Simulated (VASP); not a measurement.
The system is Te2Mo.

```
Mo Te
1.0
     1.75095    1.01091    7.06877
    -1.75095    1.01091    7.06877
     0.00000   -2.02183    7.06877
Mo Te
1 2
Direct
  0.00000 0.00000 0.00000
  0.24656 0.24656 0.24656
  0.75344 0.75344 0.75344
```

Base run:

| Property | Result |
| --- | --- |
| Program | VASP 6.6.1 |
| Functional | r2SCAN |
| Potentials or basis | VASP PAW PBE potentials, release 64 (Mo_sv, Te) |
| Cutoff | 520 eV |
| k mesh | 6 × 6 × 6 |
| Occupations | fermi-dirac, width 0.02 eV |
| Spin | no spin polarisation |

Its results: band gap on the k mesh 0.03 eV (least direct gap 0.39 eV); pressure 1.3 GPa; largest force 0.009 eV/Å.

Task: The run is repeated on the same cell with these changes: k mesh from 6 × 6 × 6 to 5 × 5 × 5. What comes out?

Result: Band gap on the k mesh 0.19 eV; pressure 1.3 GPa; largest force 0.074 eV/Å.

Caveats: semilocal functionals underestimate gaps, and a narrow one can read as zero; the PAW data sets were made with another functional, which shifts forces and pressure a little; spin-orbit coupling is left out, which moves the levels of the heavy elements.

A k mesh can miss the band edges.
